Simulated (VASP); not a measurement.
# W (Im-3m) in VASP: notebook

The runs below take W through single point, relaxation of cell and atoms, with PBE.

Program: VASP 6.6.1. These are calculated values, not measurements. Logs are shortened: lines on timing, memory, paths and dates and some standing lists are left out, and cuts for length are marked.

## (1) The cell of the first run

It takes space group Im-3m (No. 229, cubic). Conventional cell: a = 3.184 Å, b = 3.184 Å, c = 3.184 Å, α = 90.00°, β = 90.00°, γ = 90.00°. W (site symmetry m-3m) has 14 W at 2.76 to 3.18 Å within 3.6 Å.

## (2) Single point, PBE

The input, INCAR:

```
SYSTEM = W
PREC = Accurate
ENCUT = 520
EDIFF = 1E-6
ISMEAR = -1
SIGMA = 0.05
LREAL = .False.
LASPH = .True.
NELM = 60
ALGO = Normal
ISIF = 2
LWAVE = .False.
LCHARG = .True.
GGA = PE
LELF = .True.
LVHAR = .True.
NBANDS = 13
```

The input, KPOINTS:

```
regular mesh
0
Gamma
  17 17 17
  0 0 0
```

The input, POSCAR:

```
W
1.0
   -1.5920294145      1.5920294145      1.5920294145
    1.5920294145     -1.5920294145      1.5920294145
    1.5920294145      1.5920294145     -1.5920294145
W
1
Direct
    0.0000000000      0.0000000000      0.0000000000
```

Potentials or basis: VASP PAW PBE potentials, release 64 (W_sv).

Run with:

```sh
> cat potpaw_PBE.64/W_sv/POTCAR > POTCAR
> mpirun -np 1 vasp_std > vasp.out
```

OUTCAR:

```text
SYSTEM = W
   PREC = Accurate
   ENCUT = 520
   EDIFF = 1E-6
   ISMEAR = -1
   LREAL = .False.
   LASPH = .True.
   NELM = 60
   ISIF = 2
   GGA = PE

 ion  position               nearest neighbor table
   1  0.000  0.000  0.000-

  LATTYP: Found a body centered cubic cell.
 ALAT       =     3.1840588290

  Lattice vectors:

 A1 = (  -1.5920294145,   1.5920294145,   1.5920294145)
 A2 = (   1.5920294145,  -1.5920294145,   1.5920294145)
 A3 = (   1.5920294145,   1.5920294145,  -1.5920294145)

Analysis of symmetry for initial positions (statically):
=====================================================================
 Subroutine PRICEL returns:
 Original cell was already a primitive cell.

 Routine SETGRP: Setting up the symmetry group for a
 body centered cubic supercell.

 Subroutine GETGRP returns: Found 48 space group operations
 (whereof 48 operations were pure point group operations)
 out of a pool of 48 trial point group operations.

The static configuration has the point symmetry O_h .

Analysis of symmetry for dynamics (positions and initial velocities):
=====================================================================
 Subroutine PRICEL returns:
 Original cell was already a primitive cell.

 Routine SETGRP: Setting up the symmetry group for a
 body centered cubic supercell.

 Subroutine GETGRP returns: Found 48 space group operations
 (whereof 48 operations were pure point group operations)
 out of a pool of 48 trial point group operations.

The dynamic configuration has the point symmetry O_h .

 Subroutine INISYM returns: Found 48 space group operations
 (whereof 48 operations are pure point group operations),
 and found     1 'primitive' translations

----------------------------------------------------------------------------------------

                                     Primitive cell

  volume of cell :      16.1404

  direct lattice vectors                    reciprocal lattice vectors
    -1.592029415  1.592029415  1.592029415     0.000000000  0.314064549  0.314064549
     1.592029415 -1.592029415  1.592029415     0.314064549  0.000000000  0.314064549
     1.592029415  1.592029415 -1.592029415     0.314064549  0.314064549  0.000000000

  length of vectors
     2.757475833  2.757475833  2.757475833     0.444154345  0.444154345  0.444154345

  position of ions in fractional coordinates (direct lattice)
     0.000000000  0.000000000  0.000000000

  ion indices of the primitive-cell ions
   primitive index   ion index
                 1           1

----------------------------------------------------------------------------------------

 KPOINTS: regular mesh

Automatic generation of k-mesh.
 Grid dimensions read from file:
 generate k-points for:   17   17   17

 Generating k-lattice:

  Cartesian coordinates                     Fractional coordinates (reciprocal lattice)
     0.000000000  0.018474385  0.018474385     0.058823529  0.000000000  0.000000000
     0.018474385  0.000000000  0.018474385     0.000000000  0.058823529  0.000000000
     0.018474385  0.018474385  0.000000000     0.000000000  0.000000000  0.058823529

  Length of vectors
     0.026126726  0.026126726  0.026126726

  Shift w.r.t. Gamma in fractional coordinates (k-lattice)
     0.000000000  0.000000000  0.000000000

 Subroutine IBZKPT returns following result:
 ===========================================

 Found    165 irreducible k-points:

 Following reciprocal coordinates:
            Coordinates               Weight
  0.000000  0.000000  0.000000      1.000000
  0.058824  0.000000  0.000000     12.000000
  0.117647  0.000000  0.000000     12.000000
  0.176471  0.000000  0.000000     12.000000
  0.235294  0.000000  0.000000     12.000000
  0.294118  0.000000  0.000000     12.000000
[... 16 lines left out ...]
  0.411765  0.117647  0.000000     48.000000
  0.176471  0.176471  0.000000     24.000000
 [... further k-points ...]
   k-points           NKPTS =    165   k-points in BZ     NKDIM =    165   number of bands    NBANDS=     13
   number of dos      NEDOS =    301   number of ions     NIONS =      1
   total plane-waves  NPLWV =  13824
   dimension x,y,z NGX =    24 NGY =   24 NGZ =   24
   dimension x,y,z NGXF=    48 NGYF=   48 NGZF=   48
   ions per type =               1
   NGX,Y,Z   is equivalent  to a cutoff of  14.47, 14.47, 14.47 a.u.
   NGXF,Y,Z  is equivalent  to a cutoff of  28.94, 28.94, 28.94 a.u.
 SYSTEM =  W
   PREC   = accura    normal or accurate (medium, high low for compatibility)
   ISTART =      0    job   : 0-new  1-cont  2-samecut
   ICHARG =      2    charge: 1-file 2-atom 10-const
   ISPIN  =      1    spin polarized calculation?
   LNONCOLLINEAR =      F non collinear calculations
   LSORBIT =      F    spin-orbit coupling
   LASPH  =      T    aspherical Exc in radial PAW
   ENCUT  =  520.0 eV  38.22 Ry    6.18 a.u.   5.13  5.13  5.13*2*pi/ulx,y,z
   NELM   =     60;   NELMIN=  2; NELMDL= -5     # of ELM steps
   EDIFF  = 0.1E-05   stopping-criterion for ELM
   LREAL  =      F    real-space projection
   EDIFFG = 0.1E-04   stopping-criterion for IOM
   NSW    =      0    number of steps for IOM
   IBRION =     -1    ionic relax: 0-MD 1-quasi-New 2-CG
   NFREE  =      0    steps in history (QN), initial steepest desc. (CG)
   ISIF   =      2    stress and relaxation
   ISYM   =      2    0-nonsym 1-usesym 2-fastsym
   POTIM  = 0.5000    time-step for ionic-motion
   TEBEG  =    0.0;   TEEND  =   0.0 temperature during run
   PSTRESS=    0.0 pullay stress
   NELECT =      14.0000    total number of electrons
   NUPDOWN=      -1.0000    fix difference up-down
   EMIN   =  10.00;   EMAX   =-10.00  energy-range for DOS
   EFERMI =   0.00;   METHOD = LEGACY
   ISMEAR =    -1;   SIGMA  =   0.05  broadening in eV -4-tet -1-fermi 0-gaus
   EFERMI_NEDOS =   21; number of points for ismear=-14 and -15
   IALGO  =     38    algorithm
   IMIX   =      4    mixing-type and parameters
     AMIX     =   0.40;   BMIX     =  1.00
     AMIX_MAG =   1.60;   BMIX_MAG =  1.00
  volume/ion in A,a.u.               =      16.14       108.92
  Fermi-wavevector in a.u.,A,eV,Ry     =   1.561276  2.950384 33.165338  2.437584
  Thomas-Fermi vector in A             =   2.664365
   LORBIT       =      0    0 simple, 1 ext, 2 COOP (PROOUT), +10 PAW based schemes
   GGA     = PE    functional components
   LHFCALC =     F    Hartree Fock is set to
   AEXX    =    0.0000 exact exchange contribution
   IVDW    =     0    specifies the selected vdW correction
   LEPSILON=     F    determine dielectric tensor
   LRPA    =     F    only Hartree local field effects (RPA)
 non-spin polarized calculation
  energy-cutoff  :      520.00
  volume of cell :       16.14
 maximum number of plane-waves:       447
 NGX is ok and might be reduce to    24
   NGX = 11   NGY = 11   NGZ = 11

 number of electron      14.0000002 magnetization

 Free energy of the ion-electron system (eV)
  ---------------------------------------------------
  ext. energy  EPLUGINS =         0.00000000
  ---------------------------------------------------
  free energy    TOTEN  =       -12.95611202 eV

  energy without entropy =      -12.95181251  energy(sigma->0) =      -12.95396226

 E-fermi :  11.2144     XC(G=0): -13.5395

 val. band max:       11.1973596564   @ k =  -0.1765   0.1765   0.1176
 cond. band min:      11.2396807142   @ k =  -0.4706   0.4706   0.2353
 fundamental gap:      0.0423210578
 Fermi energy:        11.2143838197

 k-point     1 :       0.0000    0.0000    0.0000
  band No.  band energies     occupation
      1     -63.0276      2.00000
      2     -26.6152      2.00000
      3     -26.6152      2.00000
      4     -26.6152      2.00000
      5       1.6472      2.00000
      6       9.9824      2.00000
      7       9.9824      2.00000
      8       9.9824      2.00000
      9      13.4011      0.00000
     10      13.4011      0.00000
     11      25.6604      0.00000
     12      25.6604      0.00000
     13      25.6604      0.00000

 k-point     2 :       0.0588    0.0000    0.0000
  band No.  band energies     occupation
      1     -63.0235      2.00000
      2     -26.6594      2.00000
      3     -26.6291      2.00000
      4     -26.6154      2.00000
      5       1.8114      2.00000
      6       9.8827      2.00000
      7       9.9600      2.00000
      8      10.1404      2.00000
      9      13.2419      0.00000
     10      13.4022      0.00000
     11      25.8001      0.00000
     12      25.9400      0.00000
     13      26.0594      0.00000

 k-point     3 :       0.1176    0.0000    0.0000
  band No.  band energies     occupation
      1     -63.0116      2.00000
      2     -26.7846      2.00000
      3     -26.6685      2.00000
      4     -26.6160      2.00000
      5       2.2841      2.00000
      6       9.6097      2.00000
      7       9.8603      2.00000
      8      10.6086      1.99999
      9      12.9142      0.00000
     10      13.4141      0.00000
     11      26.1390      0.00000
     12      26.7509      0.00000
     13      27.0529      0.00000
[... 305 lines left out ...]
 k-point    23 :       0.4118    0.1176    0.0000
  band No.  band energies     occupation
      1     -62.9009      2.00000
      2     -27.7682      2.00000
      3     -27.0597      2.00000
      4     -26.6805      2.00000
      5       5.4886      2.00000
      6       7.8239      2.00000
      7      10.7213      1.99990
      8      13.1349      0.00000
      9      14.5691      0.00000
     10      17.8272      0.00000
     11      21.4457      0.00000
     12      23.5659      0.00000
     13      27.4052      0.00000

 k-point    24 :       0.1765    0.1765    0.0000
  band No.  band energies     occupation
      1     -62.9440      2.00000
      2     -27.3973      2.00000
      3     -26.8765      2.00000
      4     -26.6960      2.00000
      5       5.0259      2.00000
      6       8.5079      2.00000
      7       8.7536      2.00000
      8      12.4172      0.00000
      9      14.0544      0.00000
     10      14.3183      0.00000
     11      25.4182      0.00000
     12      27.3776      0.00000
     13      29.7818      0.00000

 [... further k-points ...]

------------------------ aborting loop because EDIFF is reached ----------------------------------------

  FORCE on cell =-STRESS in cart. coord.  units (eV):
  Direction    XX          YY          ZZ          XY          YZ          ZX
  --------------------------------------------------------------------------------------
  -------------------------------------------------------------------------------------
  Total        0.0468805      0.0468805      0.0468805     -0.0000000      0.0000000     -0.0000000
  in kB        4.6536040      4.6536040      4.6536040     -0.0000000      0.0000000     -0.0000000
  external PRESSURE =       4.6536040 kB  Pullay stress =       0.0000000 kB

 VOLUME and BASIS-vectors are now :
 -----------------------------------------------------------------------------
  energy-cutoff  :      520.00
  volume of cell :       16.14
      direct lattice vectors                 reciprocal lattice vectors
    -1.592029415  1.592029415  1.592029415     0.000000000  0.314064549  0.314064549
     1.592029415 -1.592029415  1.592029415     0.314064549  0.000000000  0.314064549
     1.592029415  1.592029415 -1.592029415     0.314064549  0.314064549  0.000000000

 POSITION                                       TOTAL-FORCE (eV/Angst)
 -----------------------------------------------------------------------------------
      0.00000      0.00000      0.00000        -0.000000      0.000000      0.000000
 -----------------------------------------------------------------------------------
    total drift:                               -0.000000      0.000000     -0.000000

  FREE ENERGIE OF THE ION-ELECTRON SYSTEM (eV)
  ---------------------------------------------------
  free  energy   TOTEN  =       -12.9561120168 eV

  energy  without entropy=      -12.9518125074  energy(sigma->0) =      -12.95396226
```

Wall time 9.7 s (1 thread of Intel Xeon 6975P-C (Granite Rapids), shared host); peak memory 0.16 GiB.

What came out:

| Item | Value |
| --- | --- |
| Free energy | -12.9561 eV |
| Pressure | 0.5 GPa |
| Band gap on the k mesh | zero (band 7 reaches 15.81 eV, above the bottom of band 8 at 9.98 eV) |

Levels at points of the mesh, in eV from the Fermi level:
```csv
k point,band 4,band 5,band 6,band 7,band 8,band 9,band 10,band 11
"(0.00, 0.00, 0.00)",-37.83,-9.57,-1.23,-1.23,-1.23,2.19,2.19,14.45
```

Caveat: spin-orbit coupling is left out, which moves the levels of the heavy elements.

## (3) Relaxation of cell and atoms, PBE

This run uses another cell than the first one, of 15.85 Å³/atom, 0.982 times its volume.

The input, INCAR:

```
SYSTEM = W
PREC = Accurate
ENCUT = 600
EDIFF = 1E-6
ISMEAR = -1
SIGMA = 0.05
LREAL = .False.
LASPH = .True.
NELM = 100
ALGO = Normal
ISIF = 3
LWAVE = .False.
LCHARG = .False.
GGA = PE
IBRION = 2
NSW = 80
EDIFFG = -0.01
```

The input, KPOINTS:

```
Automatic mesh
0
Gamma
  17 17 17
  0 0 0
```

The input, POSCAR:

```
W
1.0
   -1.5823450000      1.5823450000      1.5823450000
    1.5823450000     -1.5823450000      1.5823450000
    1.5823450000      1.5823450000     -1.5823450000
W
1
Direct
    0.0000000000      0.0000000000      0.0000000000
```

Potentials or basis: VASP PAW PBE potentials, release 64 (W_sv).

Run with:

```sh
> cat potpaw_PBE.64/W_sv/POTCAR > POTCAR
> mpirun -np 1 vasp_std > vasp.out
```

OUTCAR:

```text
SYSTEM = W
   PREC = Accurate
   ENCUT = 600
   EDIFF = 1E-6
   ISMEAR = -1
   LREAL = .False.
   LASPH = .True.
   NELM = 100
   ISIF = 3
   GGA = PE
   IBRION = 2
   NSW = 80
   EDIFFG = -0.01

 ion  position               nearest neighbor table
   1  0.000  0.000  0.000-

  LATTYP: Found a body centered cubic cell.
 ALAT       =     3.1646900000

  Lattice vectors:

 A1 = (  -1.5823450000,   1.5823450000,   1.5823450000)
 A2 = (   1.5823450000,  -1.5823450000,   1.5823450000)
 A3 = (   1.5823450000,   1.5823450000,  -1.5823450000)

Analysis of symmetry for initial positions (statically):
=====================================================================
[... 294 lines left out ...]
  band No.  band energies     occupation
      1     -63.0551      2.00000
      2     -26.6452      2.00000
      3     -26.6452      2.00000
      4     -26.6452      2.00000
      5       1.6319      2.00000
      6       9.9600      2.00000
      7       9.9600      2.00000
      8       9.9600      2.00000
      9      13.3717      0.00000
     10      13.3717      0.00000
     11      25.6311      0.00000
[... 309 lines left out ...]
 k-point    24 :       0.1765    0.1765    0.0000
  band No.  band energies     occupation
      1     -62.9721      2.00000
      2     -27.4226      2.00000
      3     -26.9049      2.00000
      4     -26.7255      2.00000
      5       5.0060      2.00000
      6       8.4890      2.00000
      7       8.7335      2.00000
      8      12.3902      0.00000
      9      14.0224      0.00000
     10      14.2854      0.00000
     11      25.3759      0.00000

 [... further k-points ...]

------------------------ aborting loop because EDIFF is reached ----------------------------------------

  FORCE on cell =-STRESS in cart. coord.  units (eV):
  Direction    XX          YY          ZZ          XY          YZ          ZX
  --------------------------------------------------------------------------------------
  -------------------------------------------------------------------------------------
  Total       -0.0035676     -0.0035676     -0.0035676     -0.0000000     -0.0000000     -0.0000000
  in kB       -0.3535107     -0.3535107     -0.3535107     -0.0000000     -0.0000000     -0.0000000
  external PRESSURE =      -0.3535107 kB  Pullay stress =       0.0000000 kB
[... 16 lines left out ...]
  FREE ENERGIE OF THE ION-ELECTRON SYSTEM (eV)
  ---------------------------------------------------
  free  energy   TOTEN  =       -12.9563006195 eV

  energy  without entropy=      -12.9520106932  energy(sigma->0) =      -12.95415566

 reached required accuracy - stopping structural energy minimisation
```

OSZICAR:

```text
N       E                     dE             d eps       ncg     rms          rms(c)
DAV:   1     0.855471157145E+02    0.85547E+02   -0.85178E+03  3638   0.159E+03
DAV:   2    -0.117874413005E+02   -0.97335E+02   -0.93821E+02  3900   0.359E+02
[... 26 lines left out ...]
   3 F= -.12956296E+02 E0= -.12954152E+02  d E =-.622557E-02
       N       E                     dE             d eps       ncg     rms          rms(c)
DAV:   1    -0.129563265030E+02   -0.30548E-04   -0.61699E-04  3762   0.394E-01    0.652E-02
DAV:   2    -0.129563035830E+02    0.22920E-04   -0.33732E-05  3708   0.791E-02    0.147E-02
DAV:   3    -0.129563000321E+02    0.35509E-05   -0.10589E-05  3831   0.429E-02    0.116E-02
DAV:   4    -0.129563006195E+02   -0.58743E-06   -0.23586E-07  1914   0.691E-03
   4 F= -.12956301E+02 E0= -.12954156E+02  d E =-.622996E-02
```

CONTCAR:

```text
W
   1.00000000000000
    -1.5929658412882548    1.5929658412882548    1.5929658412882548
     1.5929658412882548   -1.5929658412882548    1.5929658412882548
     1.5929658412882548    1.5929658412882548   -1.5929658412882548
  W
     1
Direct
     0.0000000000000000    0.0000000000000000    0.0000000000000000

  0.00000000E+00  0.00000000E+00  0.00000000E+00
```

It took 22 s on 1 thread of Intel Xeon 6975P-C (Granite Rapids), shared host; peak memory 0.18 GiB.

What came out:

| Quantity | Value |
| --- | --- |
| Free energy | -12.9563 eV |
| Relaxed volume | 16.17 Å³/atom |
| Relaxed cell | a = 2.759 Å, b = 2.759 Å, c = 2.759 Å, α = 109.47°, β = 109.47°, γ = 109.47° |
| Space group after relaxing (to 0.05 Å) | Im-3m (No. 229) |
| Energy gained by relaxing | 6.2 meV/atom |
| Ionic steps | 4 |
| Pressure after relaxing | 0.0 GPa |
| Band gap on the k mesh | zero (band 7 reaches 15.78 eV, above the bottom of band 8 at 9.96 eV) |

Step by step:
| step | energy change (eV) | largest force (eV/Å) | pressure (GPa) | volume (Å³) |
| --- | --- | --- | --- | --- |
| 1 | 0.0000 | 0.0000 | 6.35 | 15.85 |
| 2 | 0.0647 | 0.0000 | -18.31 | 17.33 |
| 3 | -0.0062 | 0.0000 | -0.14 | 16.18 |
| 4 | -0.0062 | 0.0000 | -0.04 | 16.17 |

Final structure:
```
W
1.0
    -1.59297    1.59297    1.59297
     1.59297   -1.59297    1.59297
     1.59297    1.59297   -1.59297
W
1
Direct
  0.00000 0.00000 0.00000
```

Caveat: spin-orbit coupling is left out, which moves the levels of the heavy elements. PBE usually gives volumes a little too large and moduli too small.
